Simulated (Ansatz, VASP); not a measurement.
## Li2Se: VASP beside Ansatz

```xyz
3
Lattice="0.0000 3.0119 3.0119 3.0119 0.0000 3.0119 3.0119 3.0119 0.0000" Properties=species:S:1:pos:R:3 pbc="T T T"
Li    1.5059    1.5059    1.5059
Li    4.5178    4.5178    4.5178
Se    0.0000    0.0000    0.0000
```

Alike in both runs: task single point; functional PBEsol; k mesh 8 × 8 × 8; occupations gaussian, width 0.05 eV; no spin polarisation.

|  | VASP | Ansatz |
| --- | --- | --- |
| version | VASP 6.6.1 | Ansatz 0.2.0 |
| potentials or method | VASP PAW PBE potentials, release 64 (Li_sv, Se), cutoff 750 eV | scalar-relativistic, plane waves, PAW |
| valence electrons in the cell | 12 | 22 |

|  | VASP | Ansatz | Ansatz less VASP |
| --- | --- | --- | --- |
| gap on the k mesh at the Fermi level (eV) | 2.84 | 2.85 | +0.006 |
| least direct gap on the mesh (eV) | 3.20 | 3.20 | -0.002 |
| pressure (GPa) | -1.3 | -1.3 | 0.00 |

VASP's potentials were made for PBE, not for PBEsol. With one functional, cell and mesh, what is left measures potentials, basis and numerics. VASP's potentials hold 12 valence electrons a cell and Ansatz's 22, so a difference there can come from the potentials and not from the codes.
